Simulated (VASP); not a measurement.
Wanted: the native input for a VASP 6.6.1 run.

```yaml
Task: single point
Functional: PBE
Potentials_or_basis: VASP PAW PBE potentials, release 64 (Li_sv, Ta_sv_GW, O)
Cutoff: 880 eV
k_mesh: 14 × 14 × 4
Occupations: gaussian, width 0.1 eV
Spin: no spin polarisation
Dipole_correction: no
Further_INCAR_settings: ALGO = Normal; EDIFF = 1e-06; NBANDS = 28
```

The structure of Li2TaO3 lies in POSCAR:

```
Li2TaO3
1.0
    2.8749041182      0.0000000000      0.0000000000
    0.0000000000      2.8749041182      0.0000000000
    0.0000000000      0.0000000000      8.9010717089
Li Ta O
2 1 3
Direct
    0.0000000000      0.0000000000      0.8511480303
    0.5000000000      0.5000000000      0.6234821501
    0.5000000000      0.5000000000      0.1646508870
    0.0000000000      0.0000000000      0.6499031099
    0.0000000000      0.0000000000      0.2483087406
    0.5000000000      0.5000000000      0.9625070920
```

The cell was generated, and may not be a known phase.

The input as run:

INCAR

```
SYSTEM = Li2TaO3
PREC = Accurate ; ENCUT = 880
EDIFF = 1E-6 ; ISMEAR = 0
SIGMA = 0.1 ; LREAL = .False.
LASPH = .True. ; NELM = 120
ALGO = Normal ; ISIF = 2
LWAVE = .False. ; LCHARG = .True.
GGA = PE ; LELF = .True.
LVHAR = .True. ; NBANDS = 28
GGA_COMPAT = .False.
```

KPOINTS

```
Automatic mesh
0
Gamma
  14 14 4
  0 0 0
```

Potentials or basis: VASP PAW PBE potentials, release 64 (Li_sv, Ta_sv_GW, O).

Command:

```console
$ cat potpaw_PBE.64/Li_sv/POTCAR potpaw_PBE.64/Ta_sv_GW/POTCAR potpaw_PBE.64/O/POTCAR > POTCAR
$ mpirun -np 1 vasp_std > vasp.out
```

Results of the run:

```
Pressure               : 0.3 GPa
Largest force          : 0.173 eV/Å
Band gap on the k mesh : zero (an odd number of electrons rules out a gap without spin polarisation)
```

Caveat: spin-orbit coupling is left out, which moves the levels of the heavy elements; an odd number of electrons without spin polarisation forces a metal; a magnetic or distorted state may lie lower.

Wall time 6.7 min on 1 thread of Intel(R) Xeon(R) Platinum 8375C CPU @ 2.90GHz (Ice Lake), on a shared host, peak memory 0.58 GiB.
